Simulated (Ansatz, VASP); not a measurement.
**Two plane-wave programs on Zr**

```
Zr
1.0
     0.00241    4.35937    0.00138
    -0.00438    0.00144    4.31210
     8.45582    0.00832   -0.01072
Zr
6
Direct
  0.00000 0.00000 0.24999
  0.00001 0.99996 0.75001
  0.50016 0.00021 0.50008
  0.49985 0.99979 0.99991
  0.00011 0.50017 0.49989
  0.99988 0.49986 0.00013
```

Change from the starting cell: cell x2, atoms moved at random (sigma 0.1 Å) and cell strained at random (1.5 %), then relaxed without symmetry.

Alike in both runs: functional PBE; k mesh 6 × 6 × 4; occupations gaussian, width 0.2 eV; no spin polarisation.

Ansatz relaxed the structure, and its values are those at the end. VASP's run is a single point on that final structure, the one shown.

```csv
,VASP,Ansatz
version,VASP 6.6.1,Ansatz 0.2.0
potentials or method,"VASP PAW PBE potentials, release 64 (Zr_sv), cutoff 520 eV","scalar-relativistic, plane waves, PAW"
valence electrons in the cell,72,72
```

|  | VASP | Ansatz | Ansatz less VASP |
| --- | --- | --- | --- |
| gap on the k mesh at the Fermi level (eV) | none | none | - |
| pressure (GPa) | 0.0 | 0.0 | -0.01 |

A gap of «none» marks a metal or a gap that the smearing closes.
